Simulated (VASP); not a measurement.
Set up this calculation in VASP 6.6.1, as the native input.

| Property | Result |
| --- | --- |
| Task | single point |
| Functional | PBE |
| Dispersion | D3(BJ) |
| Potentials or basis | VASP PAW PBE potentials, release 64 (Sn_d) |
| Cutoff | 520 eV |
| k mesh | 18 × 18 × 18 |
| Occupations | gaussian, width 0.15 eV |
| Spin | no spin polarisation |
| Dipole correction | no |
| Further INCAR settings | ALGO = Fast; EDIFF = 1e-06; NBANDS = 13 |

The structure of Sn lies in POSCAR:

```
Sn
1.0
   -1.8946518192      1.8946518192      1.7525529328
    1.8946518192     -1.8946518192      1.7525529328
    1.8946518192      1.8946518192     -1.7525529328
Sn
1
Direct
    0.0000000000      0.0000000000      0.0000000000
```

This cell differs from its parent crystal: strain -0.0750 x Voigt [0, 0, 1, 0, 0, 0].

One way to write it, as run:

INCAR

```
SYSTEM = Sn
PREC = Accurate
ENCUT = 520
EDIFF = 1E-6
ISMEAR = 0
SIGMA = 0.15
LREAL = .False.
LASPH = .True.
NELM = 80
ALGO = Fast
ISIF = 2
LWAVE = .False.
LCHARG = .True.
GGA = PE
IVDW = 12
LELF = .True.
LVHAR = .True.
NBANDS = 13
```

KPOINTS

```
regular mesh
0
Gamma
  18 18 18
  0 0 0
```

Potentials or basis: VASP PAW PBE potentials, release 64 (Sn_d).

Run with:

```sh
$ cat potpaw_PBE.64/Sn_d/POTCAR > POTCAR
$ mpirun -np 1 vasp_std > vasp.out
```

Results of the run:

| Item | Value |
| --- | --- |
| Pressure | 3.0 GPa |
| Band gap on the k mesh | zero (bands 7 and 8 overlap by 10.97 eV) |
| Dispersion energy per atom | -0.416 eV |

Caveat: the cell differs from its parent crystal (strain -0.0750 x Voigt [0, 0, 1, 0, 0, 0]); the cell stands under pressure; spin-orbit coupling is left out, which moves the levels of the heavy elements.

It took 2.5 min on 1 thread of Intel Xeon 8259CL (shared host), peak memory 0.27 GiB.
